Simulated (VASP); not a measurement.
Here is a VASP 6.6.1 calculation.

File INCAR:

```
SYSTEM = GaN
PREC = Accurate
ENCUT = 1330
EDIFF = 1E-6
ISMEAR = 0
SIGMA = 0.01
LREAL = .FALSE.
LASPH = .TRUE.
NELM = 120
ALGO = Normal
ISIF = 2
LWAVE = .FALSE.
LCHARG = .TRUE.
LELF = .TRUE.
LVHAR = .TRUE.
NBANDS = 16
GGA_COMPAT = .FALSE.
```

File KPOINTS:

```
regular mesh
0
G
  8 8 8
  0 0 0
```

Contents of POSCAR:

```
GaN
1.0
    0.0000000000      2.0431674149      2.0431674149
    2.0431674149      0.0000000000      2.0431674149
    2.0431674149      2.0431674149      0.0000000000
Ga N
1 1
Direct
    0.0000000000      0.0000000000      0.0000000000
    0.5000000000      0.5000000000      0.5000000000
```

Potentials or basis: VASP PAW LDA potentials, release 64 (Ga_d, N_h).

The run is started by

```console
$ cat potpaw_LDA.64/Ga_d/POTCAR potpaw_LDA.64/N_h/POTCAR > POTCAR
$ mpirun -np 1 vasp_std > vasp.out
```

Task: What does it give for the pressure?

Result: 21.8 GPa.

Task: Estimate the band gap on the k mesh.

Result: 1.10 eV (least direct gap 4.19 eV).

Caveat: the cell stands under pressure. A k mesh can miss the band edges.
